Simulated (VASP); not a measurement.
Write the native input for VASP 6.6.1 that does the following.

- Task: single point
- Functional: revPBE
- Potentials or basis: VASP PAW PBE potentials, release 64 (Ti_sv)
- Cutoff: 520 eV
- k mesh: 11 × 11 × 11
- Occupations: fermi-dirac, width 0.01 eV
- Spin: no spin polarisation
- Dipole correction: no
- Further INCAR settings: ALGO = Normal; EDIFF = 1e-07; NBANDS = 12

The structure of Ti lies in POSCAR:

```
Ti
1.0
    0.0000000000      2.0163754284      2.0163754284
    2.0163754284      0.0000000000      2.0163754284
    2.0163754284      2.0163754284      0.0000000000
Ti
1
Direct
    0.0000000000      0.0000000000      0.0000000000
```

These files were run (other wordings do the same):

INCAR

```
SYSTEM = Ti
PREC = Accurate
ENCUT = 520
EDIFF = 1E-7
ISMEAR = -1
SIGMA = 0.01
LREAL = .False.
LASPH = .True.
NELM = 100
ALGO = Normal
ISIF = 2
LWAVE = .False.
LCHARG = .False.
GGA = RE
NBANDS = 12
```

KPOINTS

```
regular mesh
0
Gamma
  11 11 11
  0 0 0
```

Potentials or basis: VASP PAW PBE potentials, release 64 (Ti_sv).

Command:

```bash
$ cat potpaw_PBE.64/Ti_sv/POTCAR > POTCAR
$ mpirun -np 1 vasp_std > vasp.out
```

Results of the run:

| Property | Result |
| --- | --- |
| Pressure | 8.5 GPa |
| Band gap on the k mesh | zero (band 6 reaches 9.87 eV, above the bottom of band 7 at 8.65 eV) |

Caveat: the PAW data sets were made with another functional, which shifts forces and pressure a little.

Run time: 9 s on 1 thread of Intel Xeon 6975P-C (shared host), peak memory 0.14 GiB.
